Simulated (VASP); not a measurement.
The system is CdTe.

```
Te Cd
1.0
     0.00000    3.20500    3.20500
     3.20500    0.00000    3.20500
     3.20500    3.20500    0.00000
Te Cd
1 1
Direct
  0.75000 0.75000 0.75000
  0.00000 0.00000 0.00000
```

Base run:

```yaml
Program: VASP 6.6.1
Functional: PBEsol
Potentials_or_basis: VASP PAW PBE potentials, release 64 (Te, Cd)
Cutoff: 500 eV
k_mesh: 6 × 6 × 6
Occupations: fermi-dirac, width 0.05 eV
Spin: no spin polarisation
```

Its results: band gap on the k mesh 0.76 eV, direct; pressure 1.9 GPa.

**Question.** After a change of settings the same cell gave: band gap on the k mesh 0.87 eV, direct; pressure 4.4 GPa. Which change was it?
A. functional from PBEsol to PBE exchange alone; cutoff from 500 eV to 520 eV; k mesh from 6 × 6 × 6 to 7 × 7 × 7
B. functional from PBEsol to PBE; cutoff from 500 eV to 520 eV
C. functional from PBEsol to PBEsol-based screened hybrid; cutoff from 500 eV to 520 eV; k mesh from 6 × 6 × 6 to 4 × 4 × 4

**Answer.** B.

PBE binds less tightly than PBEsol, so the same cell stands under more pressure.

Caveats: spin-orbit coupling is left out, which moves the levels of the heavy elements; the PAW data sets were made with another functional, which shifts forces and pressure a little (some runs).
